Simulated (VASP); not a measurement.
Here is a VASP 6.6.1 calculation.

File INCAR:

```
ALGO     = Normal         # electronic algorithm
EDIFF    = 1E-6           # SCF threshold, eV
ENCUT    = 520            # plane-wave cutoff, eV
GGA      = PS             # functional
ISIF     = 2              # what is computed and relaxed
ISMEAR   = -1             # smearing method
LASPH    = True           # aspherical terms in the spheres
LCHARG   = False          # write CHGCAR
LREAL    = False          # projectors in reciprocal space
LWAVE    = False          # write WAVECAR
NBANDS   = 12             # bands
NELM     = 100            # most SCF steps
PREC     = Accurate       # precision mode
SIGMA    = 0.05           # smearing width, eV
```

KPOINTS

```
k-points
0
Gamma
  11 11 11
```

File POSCAR:

```
Ag
1.0
   -1.6556540000      1.6556540000      1.6556540000
    1.6556540000     -1.6556540000      1.6556540000
    1.6556540000      1.6556540000     -1.6556540000
Ag
1
Direct
    0.0000000000      0.0000000000      0.0000000000
```

Potentials or basis: VASP PAW PBE potentials, release 64 (Ag).

Run with:

```sh
$ cat potpaw_PBE.64/Ag/POTCAR > POTCAR
$ mpirun -np 1 vasp_std > vasp.out
```

Q: Estimate the band gap on the k mesh.

A: Zero (an odd number of electrons rules out a gap without spin polarisation).

Q: Predict the pressure.

A: -7.4 GPa.

Caveat: the cell stands under tension; the PAW data sets were made with another functional, which shifts forces and pressure a little.
